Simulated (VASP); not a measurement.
# Na: relaxation of cell and atoms with PBEsol

Na:

```
Na
1.0
    -2.14100    2.14100    2.14100
     2.14100   -2.14100    2.14100
     2.14100    2.14100   -2.14100
Na
1
Direct
  0.00000 0.00000 0.00000
```

* Program: VASP 6.6.1
* Task: relaxation of cell and atoms
* Functional: PBEsol
* Potentials or basis: VASP PAW PBE potentials, release 64 (Na_pv)
* Cutoff: 600 eV
* k mesh: 7 × 7 × 7
* Occupations: methfessel-paxton, width 0.1 eV
* Spin: no spin polarisation
* Dipole correction: no
* Further INCAR settings: ALGO = Normal; EDIFF = 1e-07; IBRION = 2; EDIFFG = -0.03; NSW = 80; ISIF = 3

- Relaxed volume: 36.28 Å³/atom
- Relaxed cell: a = 3.612 Å, b = 3.612 Å, c = 3.612 Å, α = 109.47°, β = 109.47°, γ = 109.47°
- Space group after relaxing (to 0.1 Å): Im-3m (No. 229)
- Energy gained by relaxing: 5.6 meV/atom
- Ionic steps: 3
- Pressure after relaxing: 0.0 GPa
- Band gap on the k mesh: zero (an odd number of electrons rules out a gap without spin polarisation)

Step by step:
| step | energy change (eV) | largest force (eV/Å) | pressure (GPa) | volume (Å³) |
| --- | --- | --- | --- | --- |
| 1 | 0.0000 | 0.0000 | -0.55 | 39.26 |
| 2 | -0.0023 | 0.0000 | -0.44 | 38.50 |
| 3 | -0.0056 | 0.0000 | -0.04 | 36.28 |

Final structure:
```
CELL_PARAMETERS angstrom
-2.08556 2.08556 2.08556
2.08556 -2.08556 2.08556
2.08556 2.08556 -2.08556
ATOMIC_POSITIONS crystal
Na 0.00000 0.00000 0.00000
```

Levels at points of the mesh, in eV from the Fermi level:
| k point | band 1 | band 2 | band 3 | band 4 | band 5 | band 6 | band 7 |
| --- | --- | --- | --- | --- | --- | --- | --- |
| (0.00, 0.00, 0.00) | -24.68 | -24.68 | -24.68 | -3.23 | 11.97 | 11.97 | 11.97 |

It took 23 s on 1 thread of Intel Xeon 8259CL, on a shared host, peak memory 0.15 GiB.

Caveat: the PAW data sets were made with another functional, which shifts forces and pressure a little.
